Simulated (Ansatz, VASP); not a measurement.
## Hf: VASP beside Ansatz

```
Hf
1.0
     3.19670    0.00000    0.00000
    -1.59835    2.69921    0.00000
     0.00000    0.00000    5.05780
Hf
2
Cartesian
  0.0000 1.7995 1.2645
  1.5983 0.8997 3.7934
```

Change from the starting cell: strain -0.0250 x Voigt [0, 1, 0, 0, 0, 0], atoms carried along.

Alike in both runs: task single point; functional PBEsol; k mesh 18 × 18 × 10; occupations gaussian, width 0.15 eV; no spin polarisation.

```csv
,VASP,Ansatz
version,VASP 6.6.1,Ansatz 0.2.0
potentials or method,"VASP PAW PBE potentials, release 64 (Hf_pv), cutoff 520 eV","scalar-relativistic, plane waves, PAW"
valence electrons in the cell,20,52
```

|  | VASP | Ansatz | Ansatz less VASP |
| --- | --- | --- | --- |
| gap on the k mesh at the Fermi level (eV) | none | none | - |
| pressure (GPa) | -1.5 | -1.1 | +0.37 |
| traceless stress, the component that is largest in VASP (GPa) | 2.31 | 2.27 | -0.034 |
| rms of the force components (eV/Å) | 0.037 | 0.038 | +0.0005 |

VASP's potentials were made for PBE, not for PBEsol. Atom by atom the forces differ by 0.001 eV/Å (rms over components). A gap of «none» marks a metal or a gap that the smearing closes. VASP's potentials hold 20 valence electrons a cell and Ansatz's 52, so a difference there can come from the potentials and not from the codes.

Neither program's run includes spin-orbit coupling.
